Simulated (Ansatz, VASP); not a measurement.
Two plane-wave programs on BeS

```
CELL_PARAMETERS angstrom
0.00000 2.38562 2.47134
2.38562 0.00000 2.47134
2.38562 2.38562 0.00000
ATOMIC_POSITIONS crystal
Be 0.00000 0.00000 0.00000
S 0.25000 0.25000 0.25000
```

Change from the starting cell: epitaxial_xy strain -2.0%.

Alike in both runs: task single point; functional r2SCAN; k mesh 10 × 10 × 10; no spin polarisation.

```csv
,VASP,Ansatz
version,VASP 6.6.1,Ansatz 0.2.0
potentials or method,"VASP PAW PBE potentials, release 64 (Be, S)","plane waves, PAW"
plane-wave cutoff (eV),520,500
occupations,"gaussian, width 0.01 eV",fixed
valence electrons in the cell,8,8
```

|  | VASP | Ansatz | Ansatz less VASP |
| --- | --- | --- | --- |
| gap on the k mesh at the Fermi level (eV) | 3.38 | 3.37 | -0.009 |
| pressure (GPa) | 2.9 | 2.6 | -0.29 |
| traceless stress, the component that is largest in VASP (GPa) | -2.54 | -2.57 | -0.036 |

VASP's potentials were made for PBE, not for r2SCAN.
